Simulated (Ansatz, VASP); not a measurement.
# GaP in VASP and in Ansatz

```xyz
12
Lattice="6.7835 0.0000 0.0000 0.0000 6.7835 0.0000 0.0000 0.0000 6.7835" Properties=species:S:1:pos:R:3 pbc="T T T"
Ga    5.0876    3.3917    0.0000
Ga    3.3917    0.0000    5.0876
Ga    0.0000    5.0876    3.3917
Ga    0.0000    1.6959    3.3917
Ga    1.6959    3.3917    0.0000
Ga    3.3917    0.0000    1.6959
P     3.3917    5.0876    0.0000
P     5.0876    0.0000    3.3917
P     0.0000    3.3917    5.0876
P     1.6959    0.0000    3.3917
P     0.0000    3.3917    1.6959
P     3.3917    1.6959    0.0000
```

Alike in both runs: functional PBE; k mesh 4 × 4 × 4; occupations gaussian, width 0.02 eV; no spin polarisation.

Ansatz relaxed the structure, and its values are those at the end. VASP's run is a single point on that final structure, the one shown.

|  | VASP | Ansatz |
| --- | --- | --- |
| version | VASP 6.6.1 | Ansatz 0.2.0 |
| potentials or method | VASP PAW PBE potentials, release 64 (Ga_d, P), cutoff 520 eV | scalar-relativistic, plane waves, PAW |
| valence electrons in the cell | 108 | 108 |

|  | VASP | Ansatz | Ansatz less VASP |
| --- | --- | --- | --- |
| gap on the k mesh at the Fermi level (eV) | 0.99 | 1.00 | +0.004 |
| least direct gap on the mesh (eV) | 1.10 | 1.11 | +0.004 |
| pressure (GPa) | 0.0 | 0.0 | +0.01 |

Ansatz's warnings: xc potential rough in thin density.
